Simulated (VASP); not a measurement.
Input of a VASP 6.6.1 run:

Contents of INCAR:

```
PREC     = Accurate       # precision mode
ENCUT    = 520            # plane-wave cutoff, eV
EDIFF    = 1E-6           # SCF threshold, eV
ISMEAR   = -1             # smearing method
SIGMA    = 0.02           # smearing width, eV
LREAL    = False          # projectors in reciprocal space
LASPH    = True           # aspherical terms in the spheres
NELM     = 60             # most SCF steps
ALGO     = Normal         # electronic algorithm
ISIF     = 2              # what is computed and relaxed
LWAVE    = False          # write WAVECAR
LCHARG   = False          # write CHGCAR
GGA      = PE             # functional
NBANDS   = 16             # bands
```

KPOINTS

```
regular mesh
0
Gamma
  12 12 6
```

File POSCAR:

```
MgO
1.0
    3.3375405124      0.0000000000      0.0000000000
   -1.6687702562      2.8903948699      0.0000000000
    0.0000000000      0.0000000000      4.8522914223
Mg O
2 2
Direct
    0.3333333333      0.6666666667     -0.0184624423
    0.6666666667      0.3333333333      0.4815375577
    0.3333333333      0.6666666667      0.3934624423
    0.6666666667      0.3333333333      0.8934624423
```

Potentials or basis: VASP PAW PBE potentials, release 64 (Mg, O).

Run with:

```console
$ cat potpaw_PBE.64/Mg/POTCAR potpaw_PBE.64/O/POTCAR > POTCAR
$ mpirun -np 1 vasp_std > vasp.out
```

Problem. Estimate the pressure.

Solution. 3.1 GPa.

Problem. Predict the largest force.

Solution. 0.024 eV/Å.

Problem. Estimate the band gap on the k mesh.

Solution. 3.37 eV, direct.

Stress tensor (GPa, compression positive):
```
2.88 0.00 0.00
0.00 2.88 0.00
0.00 0.00 3.51
```

Caveat: the cell differs from its parent crystal (epitaxial xy strain +1.5%). A k mesh can miss the band edges.
